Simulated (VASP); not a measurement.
Set up this calculation in VASP 6.6.1, as the native input.

```
Task                   : single point
Functional             : PBE
Dispersion             : D3(BJ)
Potentials or basis    : VASP PAW PBE potentials, release 64 (Ir)
Cutoff                 : 500 eV
k mesh                 : 18 × 18 × 18
Occupations            : gaussian, width 0.1 eV
Spin                   : no spin polarisation
Dipole correction      : no
Further INCAR settings : ALGO = Normal; EDIFF = 1e-06; NBANDS = 10
```

The structure of Ir lies in POSCAR:

```
Ir
1.0
    0.0000000000      1.9201233389      1.9201233389
    1.9201233389      0.0000000000      1.9201233389
    1.9201233389      1.9201233389      0.0000000000
Ir
1
Direct
    0.0000000000      0.0000000000      0.0000000000
```

The input as run:

INCAR

```
SYSTEM = Ir
PREC = Accurate
ENCUT = 500
EDIFF = 1E-6
ISMEAR = 0
SIGMA = 0.1
LREAL = .FALSE.
LASPH = .TRUE.
NELM = 120
ALGO = Normal
ISIF = 2
LWAVE = .FALSE.
LCHARG = .FALSE.
GGA = PE
IVDW = 12
NBANDS = 10
GGA_COMPAT = .FALSE.
```

KPOINTS

```
Automatic mesh
0
G
  18 18 18
  0 0 0
```

Potentials or basis: VASP PAW PBE potentials, release 64 (Ir).

Run with:

```bash
$ cat potpaw_PBE.64/Ir/POTCAR > POTCAR
$ mpirun -np 1 vasp_std > vasp.out
```

Results of the run:

- Pressure: 0.7 GPa
- Band gap on the k mesh: zero (an odd number of electrons rules out a gap without spin polarisation)
- Dispersion energy per atom: -0.734 eV

Caveat: spin-orbit coupling is left out, which moves the levels of the heavy elements.

Wall time 23 s on 1 thread of AMD EPYC 7R43 64-Core Processor (Zen 3) (shared host), peak memory 0.12 GiB.
